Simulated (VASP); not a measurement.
Input of a VASP 6.6.1 run:

Contents of INCAR:

```
PREC = Accurate ; ENCUT = 600
EDIFF = 1E-7 ; ISMEAR = -1
SIGMA = 0.05 ; LREAL = F
LASPH = T ; NELM = 100
ALGO = Normal ; ISIF = 3
LWAVE = F ; LCHARG = F
GGA = RE ; IVDW = 13
IBRION = 2 ; NSW = 60
EDIFFG = -0.01
```

Contents of KPOINTS:

```
Automatic mesh
0
Gamma
  10 10 5
```

Contents of POSCAR:

```
Hf
1.0
    3.1967000000      0.0000000000      0.0000000000
   -1.5983500000      2.7684234083      0.0000000000
    0.0000000000      0.0000000000      5.0578000000
Hf
2
Direct
    0.6666666667      0.3333333333      0.7500000000
    0.3333333333      0.6666666667      0.2500000000
```

Potentials or basis: VASP PAW PBE potentials, release 64 (Hf_pv).

The run is started by

```sh
$ cat potpaw_PBE.64/Hf_pv/POTCAR > POTCAR
$ mpirun -np 1 vasp_std > vasp.out
```

**Question.** Estimate the relaxed volume.

**Answer.** 22.43 Å³/atom.

**Question.** Estimate the relaxed cell.

**Answer.** a = 3.203 Å, b = 3.203 Å, c = 5.050 Å, α = 90.00°, β = 90.00°, γ = 120.00°.

The path:
```
step  energy change (eV)  largest force (eV/Å)  pressure (GPa)  volume (Å³)
   1              0.0000                0.0000            0.26        44.76
   2             -0.0001                0.0000           -0.29        45.00
   3             -0.0002                0.0000           -0.07        44.90
   4             -0.0002                0.0000            0.02        44.87
```

Caveat: the PAW data sets were made with another functional, which shifts forces and pressure a little; pairwise dispersion overbinds metals, which lowers pressure and volume.
